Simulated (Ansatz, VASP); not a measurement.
BAs: VASP beside Ansatz

INCAR

```
ALGO     = Normal         # electronic algorithm
EDIFF    = 1E-6           # SCF threshold, eV
ENCUT    = 520            # plane-wave cutoff, eV
ISIF     = 2              # what is computed and relaxed
ISMEAR   = 0              # smearing method
LASPH    = T              # aspherical terms in the spheres
LCHARG   = F              # write CHGCAR
LREAL    = F              # projectors in reciprocal space
LWAVE    = F              # write WAVECAR
NBANDS   = 11             # bands
NELM     = 80             # most SCF steps
PREC     = Accurate       # precision mode
SIGMA    = 0.01           # smearing width, eV
```

The input KPOINTS:

```
k-points
0
Gamma
  10 10 10
```

Contents of POSCAR:

```
BAs
1.0
    0.0000000000      2.3501597761      2.3501597761
    2.3501597761      0.0000000000      2.3501597761
    2.3501597761      2.3501597761      0.0000000000
B As
1 1
Direct
    0.0000000000      0.0000000000      0.0000000000
    0.7500000000      0.7500000000      0.7500000000
```

Input for Ansatz:

```yaml
crystal:
  lattice:
    - [0.0, 2.3501597761, 2.3501597761]
    - [2.3501597761, 0.0, 2.3501597761]
    - [2.3501597761, 2.3501597761, 0.0]
  atoms:
    - { symbol: B, position: [0.0, 0.0, 0.0] }
    - { symbol: As, position: [0.75, 0.75, 0.75] }
basis:
  ecutwfc: 420
kpoints:
  mp_grid: { grid: [10, 10, 10] }
hamiltonian:
  xc: lda
scf:
  occupations: { method: fixed }
output:
  forces: true
  stress: true
  eigenvalues: true
```

Alike in both runs: task single point; functional LDA; k mesh 10 × 10 × 10; no spin polarisation.

```csv
,VASP,Ansatz
version,VASP 6.6.1,Ansatz 0.2.0
potentials or method,"VASP PAW LDA potentials, release 64 (B, As), cutoff 520 eV","scalar-relativistic, plane waves, PAW"
occupations,"gaussian, width 0.01 eV",fixed
valence electrons in the cell,8,18
```

|  | VASP | Ansatz | Ansatz less VASP |
| --- | --- | --- | --- |
| gap on the k mesh at the Fermi level (eV) | 1.08 | 1.09 | +0.008 |
| least direct gap on the mesh (eV) | 3.31 | 3.32 | +0.003 |
| pressure (GPa) | 4.2 | 3.1 | -1.05 |

LDA's correlation is that of Perdew and Zunger in VASP and of Perdew and Wang (1992) in Ansatz. VASP's potentials hold 8 valence electrons a cell and Ansatz's 18, so a difference there can come from the potentials and not from the codes.
